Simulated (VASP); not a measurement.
# W (Fm-3m) in VASP: further runs

W is run at these levels: PBEsol; tasks: single point.

Everything below comes from runs of VASP 6.6.1. Logs are shortened: lines on timing, memory, paths and dates and some standing lists are left out, and cuts for length are marked.

### 1 The cell of the first run

Symmetry: Fm-3m, No. 225, cubic system. Conventional cell: a = 4.060 Å, b = 4.060 Å, c = 4.060 Å, α = 90.00°, β = 90.00°, γ = 90.00°. W (site symmetry m-3m) has 12 W at 2.87 Å within 3.8 Å.

### 2 Single point, PBEsol

Input file INCAR:

```
PREC = Accurate ; ENCUT = 500
EDIFF = 1E-6 ; ISMEAR = -1
SIGMA = 0.1 ; LREAL = F
LASPH = T ; NELM = 120
ALGO = Normal ; ISIF = 2
LWAVE = F ; LCHARG = T
GGA = PS ; LELF = T
LVHAR = T ; NBANDS = 13
GGA_COMPAT = F
```

Input file KPOINTS:

```
Automatic mesh
0
Gamma
  7 7 7
```

Input file POSCAR:

```
W
1.0
    0.0000000000      2.0300000000      2.0300000000
    2.0300000000      0.0000000000      2.0300000000
    2.0300000000      2.0300000000      0.0000000000
W
1
Direct
    0.0000000000      0.0000000000      0.0000000000
```

Potentials or basis: VASP PAW PBE potentials, release 64 (W_sv).

The run is started by

```bash
$ cat potpaw_PBE.64/W_sv/POTCAR > POTCAR
$ mpirun -np 1 vasp_std > vasp.out
```

OUTCAR:

```text
PREC = Accurate
   ENCUT = 500
   EDIFF = 1E-6
   ISMEAR = -1
   LREAL = F
   LASPH = T
   NELM = 120
   ISIF = 2
   GGA = PS

 ion  position               nearest neighbor table
   1  0.000  0.000  0.000-

  LATTYP: Found a face centered cubic cell.
 ALAT       =     4.0600000000

  Lattice vectors:

 A1 = (   0.0000000000,   2.0300000000,   2.0300000000)
 A2 = (   2.0300000000,   0.0000000000,   2.0300000000)
 A3 = (   2.0300000000,   2.0300000000,   0.0000000000)

Analysis of symmetry for initial positions (statically):
=====================================================================
 Subroutine PRICEL returns:
 Original cell was already a primitive cell.

 Routine SETGRP: Setting up the symmetry group for a
 face centered cubic supercell.

 Subroutine GETGRP returns: Found 48 space group operations
 (whereof 48 operations were pure point group operations)
 out of a pool of 48 trial point group operations.

The static configuration has the point symmetry O_h .

Analysis of symmetry for dynamics (positions and initial velocities):
=====================================================================
 Subroutine PRICEL returns:
 Original cell was already a primitive cell.

 Routine SETGRP: Setting up the symmetry group for a
 face centered cubic supercell.

 Subroutine GETGRP returns: Found 48 space group operations
 (whereof 48 operations were pure point group operations)
 out of a pool of 48 trial point group operations.

The dynamic configuration has the point symmetry O_h .

 Subroutine INISYM returns: Found 48 space group operations
 (whereof 48 operations are pure point group operations),
 and found     1 'primitive' translations

----------------------------------------------------------------------------------------

                                     Primitive cell

  volume of cell :      16.7309

  direct lattice vectors                    reciprocal lattice vectors
     0.000000000  2.030000000  2.030000000    -0.246305419  0.246305419  0.246305419
     2.030000000  0.000000000  2.030000000     0.246305419 -0.246305419  0.246305419
     2.030000000  2.030000000  0.000000000     0.246305419  0.246305419 -0.246305419

  length of vectors
     2.870853532  2.870853532  2.870853532     0.426613499  0.426613499  0.426613499

  position of ions in fractional coordinates (direct lattice)
     0.000000000  0.000000000  0.000000000

  ion indices of the primitive-cell ions
   primitive index   ion index
                 1           1

----------------------------------------------------------------------------------------

 KPOINTS: Automatic mesh

Automatic generation of k-mesh.
 Grid dimensions read from file:
 generate k-points for:    7    7    7

 Generating k-lattice:

  Cartesian coordinates                     Fractional coordinates (reciprocal lattice)
    -0.035186488  0.035186488  0.035186488     0.142857143  0.000000000  0.000000000
     0.035186488 -0.035186488  0.035186488     0.000000000  0.142857143  0.000000000
     0.035186488  0.035186488 -0.035186488     0.000000000  0.000000000  0.142857143

  Length of vectors
     0.060944786  0.060944786  0.060944786

  Shift w.r.t. Gamma in fractional coordinates (k-lattice)
     0.000000000  0.000000000  0.000000000

 Subroutine IBZKPT returns following result:
 ===========================================

 Found     20 irreducible k-points:

 Following reciprocal coordinates:
            Coordinates               Weight
  0.000000  0.000000  0.000000      1.000000
  0.142857  0.000000  0.000000      8.000000
  0.285714  0.000000  0.000000      8.000000
  0.428571  0.000000  0.000000      8.000000
  0.142857  0.142857  0.000000      6.000000
  0.285714  0.142857  0.000000     24.000000
[... 12 lines left out ...]
 -0.428571  0.428571  0.142857     24.000000
 -0.285714  0.428571  0.142857     24.000000
   k-points           NKPTS =     20   k-points in BZ     NKDIM =     20   number of bands    NBANDS=     13
   number of dos      NEDOS =    301   number of ions     NIONS =      1
   total plane-waves  NPLWV =  13824
   dimension x,y,z NGX =    24 NGY =   24 NGZ =   24
   dimension x,y,z NGXF=    48 NGYF=   48 NGZF=   48
   ions per type =               1
   NGX,Y,Z   is equivalent  to a cutoff of  13.90, 13.90, 13.90 a.u.
   NGXF,Y,Z  is equivalent  to a cutoff of  27.80, 27.80, 27.80 a.u.
 SYSTEM =  unknown system
   PREC   = accura    normal or accurate (medium, high low for compatibility)
   ISTART =      0    job   : 0-new  1-cont  2-samecut
   ICHARG =      2    charge: 1-file 2-atom 10-const
   ISPIN  =      1    spin polarized calculation?
   LNONCOLLINEAR =      F non collinear calculations
   LSORBIT =      F    spin-orbit coupling
   LASPH  =      T    aspherical Exc in radial PAW
   ENCUT  =  500.0 eV  36.75 Ry    6.06 a.u.   5.23  5.23  5.23*2*pi/ulx,y,z
   NELM   =    120;   NELMIN=  2; NELMDL= -5     # of ELM steps
   EDIFF  = 0.1E-05   stopping-criterion for ELM
   LREAL  =      F    real-space projection
   EDIFFG = 0.1E-04   stopping-criterion for IOM
   NSW    =      0    number of steps for IOM
   IBRION =     -1    ionic relax: 0-MD 1-quasi-New 2-CG
   NFREE  =      0    steps in history (QN), initial steepest desc. (CG)
   ISIF   =      2    stress and relaxation
   ISYM   =      2    0-nonsym 1-usesym 2-fastsym
   POTIM  = 0.5000    time-step for ionic-motion
   TEBEG  =    0.0;   TEEND  =   0.0 temperature during run
   PSTRESS=    0.0 pullay stress
   NELECT =      14.0000    total number of electrons
   NUPDOWN=      -1.0000    fix difference up-down
   EMIN   =  10.00;   EMAX   =-10.00  energy-range for DOS
   EFERMI =   0.00;   METHOD = LEGACY
   ISMEAR =    -1;   SIGMA  =   0.10  broadening in eV -4-tet -1-fermi 0-gaus
   EFERMI_NEDOS =   21; number of points for ismear=-14 and -15
   IALGO  =     38    algorithm
   IMIX   =      4    mixing-type and parameters
     AMIX     =   0.40;   BMIX     =  1.00
     AMIX_MAG =   1.60;   BMIX_MAG =  1.00
  volume/ion in A,a.u.               =      16.73       112.91
  Fermi-wavevector in a.u.,A,eV,Ry     =   1.542688  2.915258 32.380324  2.379887
  Thomas-Fermi vector in A             =   2.648457
   LORBIT       =      0    0 simple, 1 ext, 2 COOP (PROOUT), +10 PAW based schemes
   GGA     = PS    functional components
   LHFCALC =     F    Hartree Fock is set to
   AEXX    =    0.0000 exact exchange contribution
   IVDW    =     0    specifies the selected vdW correction
   LEPSILON=     F    determine dielectric tensor
   LRPA    =     F    only Hartree local field effects (RPA)
 non-spin polarized calculation
  energy-cutoff  :      500.00
  volume of cell :       16.73
 maximum number of plane-waves:       436
 NGX is ok and might be reduce to    24
   NGX = 11   NGY = 11   NGZ = 11

 number of electron      14.0000002 magnetization

 Free energy of the ion-electron system (eV)
  ---------------------------------------------------
  ext. energy  EPLUGINS =         0.00000000
  ---------------------------------------------------
  free energy    TOTEN  =       -13.28101335 eV

  energy without entropy =      -13.23142554  energy(sigma->0) =      -13.25621944

 E-fermi :   9.9920     XC(G=0): -13.4519

 val. band max:        9.9277640185   @ k =  -0.4286   0.1429   0.0000
 cond. band min:      10.1521775977   @ k =   0.4286   0.0000   0.0000
 fundamental gap:      0.2244135792
 Fermi energy:         9.9919577216

 k-point     1 :       0.0000    0.0000    0.0000
  band No.  band energies     occupation
      1     -63.6358      2.00000
      2     -27.2834      2.00000
      3     -27.2834      2.00000
      4     -27.2834      2.00000
      5       1.1539      2.00000
      6       9.5109      1.98384
      7       9.5109      1.98384
      8       9.5109      1.98384
      9      12.5354      0.00000
     10      12.5354      0.00000
     11      22.8687      0.00000
     12      27.9428      0.00000
     13      27.9428      0.00000

 k-point     2 :       0.1429    0.0000    0.0000
  band No.  band energies     occupation
      1     -63.6176      2.00000
      2     -27.4974      2.00000
      3     -27.3111      2.00000
      4     -27.3111      2.00000
      5       1.9906      2.00000
      6       8.9552      1.99994
      7       9.8453      1.62520
      8       9.8453      1.62520
      9      12.2901      0.00000
     10      12.2901      0.00000
     11      24.3046      0.00000
     12      25.6335      0.00000
     13      29.5160      0.00000

 k-point     3 :       0.2857    0.0000    0.0000
  band No.  band energies     occupation
      1     -63.5764      2.00000
      2     -27.9582      2.00000
      3     -27.3727      2.00000
      4     -27.3727      2.00000
      5       3.7632      2.00000
      6       8.5935      2.00000
      7       9.8340      1.65835
      8       9.8340      1.65835
      9      12.9803      0.00000
     10      12.9803      0.00000
     11      22.4478      0.00000
     12      26.4886      0.00000
     13      32.6293      0.00000
[... 241 lines left out ...]
 k-point    19 :      -0.4286    0.4286    0.1429
  band No.  band energies     occupation
      1     -63.5114      2.00000
      2     -28.1657      2.00000
      3     -27.7740      2.00000
      4     -27.6508      2.00000
      5       5.7032      2.00000
      6       6.5833      2.00000
      7       9.7062      1.89143
      8      12.9097      0.00000
      9      14.9745      0.00000
     10      17.5819      0.00000
     11      20.8616      0.00000
     12      22.4500      0.00000
     13      25.5580      0.00000

 k-point    20 :      -0.2857    0.4286    0.1429
  band No.  band energies     occupation
      1     -63.5086      2.00000
      2     -28.0336      2.00000
      3     -27.9694      2.00000
      4     -27.6334      2.00000
      5       6.4249      2.00000
      6       7.3699      2.00000
      7       8.7387      1.99999
      8      11.6175      0.00000
      9      15.0064      0.00000
     10      18.2855      0.00000
     11      20.8872      0.00000
     12      22.3279      0.00000
     13      25.6648      0.00000

------------------------ aborting loop because EDIFF is reached ----------------------------------------

  FORCE on cell =-STRESS in cart. coord.  units (eV):
  Direction    XX          YY          ZZ          XY          YZ          ZX
  --------------------------------------------------------------------------------------
  -------------------------------------------------------------------------------------
  Total       -1.1200837     -1.1200837     -1.1200837      0.0000000     -0.0000000      0.0000000
  in kB     -107.2612690   -107.2612690   -107.2612690      0.0000000     -0.0000000      0.0000000
  external PRESSURE =    -107.2612690 kB  Pullay stress =       0.0000000 kB

 VOLUME and BASIS-vectors are now :
 -----------------------------------------------------------------------------
  energy-cutoff  :      500.00
  volume of cell :       16.73
      direct lattice vectors                 reciprocal lattice vectors
     0.000000000  2.030000000  2.030000000    -0.246305419  0.246305419  0.246305419
     2.030000000  0.000000000  2.030000000     0.246305419 -0.246305419  0.246305419
     2.030000000  2.030000000  0.000000000     0.246305419  0.246305419 -0.246305419

 POSITION                                       TOTAL-FORCE (eV/Angst)
 -----------------------------------------------------------------------------------
      0.00000      0.00000      0.00000        -0.000000      0.000000      0.000000
 -----------------------------------------------------------------------------------
    total drift:                                0.000000      0.000000     -0.000000

  FREE ENERGIE OF THE ION-ELECTRON SYSTEM (eV)
  ---------------------------------------------------
  free  energy   TOTEN  =       -13.2810133528 eV

  energy  without entropy=      -13.2314255361  energy(sigma->0) =      -13.25621944
```

Run time: 9.5 s. Hardware: 1 thread of Intel Xeon 8259CL, shared host; peak memory 0.14 GiB.

Results:

| Item | Value |
| --- | --- |
| Free energy | -13.2810 eV |
| Pressure | -10.7 GPa |
| Band gap on the k mesh | zero (band 7 reaches 12.15 eV, above the bottom of band 8 at 9.51 eV) |

Levels at points of the mesh, in eV from the Fermi level:
```tsv
k point	band 4	band 5	band 6	band 7	band 8	band 9	band 10	band 11
(0.00, 0.00, 0.00)	-37.28	-8.84	-0.48	-0.48	-0.48	2.54	2.54	12.88
```

Caveat: the k points lie up to 0.38 Å⁻¹ apart; the PAW data sets were made with another functional, which shifts forces and pressure a little; spin-orbit coupling is left out, which moves the levels of the heavy elements.

(Part 1 of 2 ends here.)
